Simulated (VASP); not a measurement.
Set up this calculation in VASP 6.6.1, as the native input.

```yaml
Task: single point
Functional: PBE
Dispersion: D3(BJ)
Potentials_or_basis: VASP PAW PBE potentials, release 64 (Mg, H)
Cutoff: 520 eV
k_mesh: 2 × 2 × 2
Occupations: gaussian, width 0.1 eV
Spin: collinear spin, ferromagnetic start
Starting_moments: "[0.5, 0.0, 0.0] μB"
Dipole_correction: no
Further_INCAR_settings: ALGO = Normal; EDIFF = 1e-07; NBANDS = 13
```

The structure of MgH2 lies in POSCAR:

```
MgH2
1.0
    0.0000000000      2.5580687257      2.5580687257
    2.5580687257      0.0000000000      2.5580687257
    2.5580687257      2.5580687257      0.0000000000
Mg H
1 2
Direct
    0.0000000000      0.0000000000      0.0000000000
    0.7500000000      0.7500000000      0.7500000000
    0.2500000000      0.2500000000      0.2500000000
```

One way to write it, as run:

INCAR

```
PREC = Accurate
ENCUT = 520
EDIFF = 1E-7
ISMEAR = 0
SIGMA = 0.1
LREAL = False
LASPH = True
NELM = 150
ALGO = Normal
ISIF = 2
LWAVE = False
LCHARG = False
ISPIN = 2
MAGMOM = 0.5 0 0
LORBIT = 11
GGA = PE
IVDW = 12
NBANDS = 13
```

KPOINTS

```
regular mesh
0
Gamma
  2 2 2
```

Potentials or basis: VASP PAW PBE potentials, release 64 (Mg, H).

Run with:

```sh
$ cat potpaw_PBE.64/Mg/POTCAR potpaw_PBE.64/H/POTCAR > POTCAR
$ mpirun -np 1 vasp_std > vasp.out
```

Results of the run:

```yaml
Pressure: -12.1 GPa
Net_moment: -0.25 μB per cell
Site_moments: Mg -0.05; H +0.01 μB
Valence_electrons_inside_the_program's_atomic_spheres: Mg 0.27; H 0.50
Dispersion_energy_per_atom: -0.123 eV
```

Caveat: the k points lie up to 1.06 Å⁻¹ apart; pairwise dispersion overbinds metals, which lowers pressure and volume.

It took 17 s on 1 thread of AMD EPYC 7R13, on a shared host, peak memory 0.15 GiB.
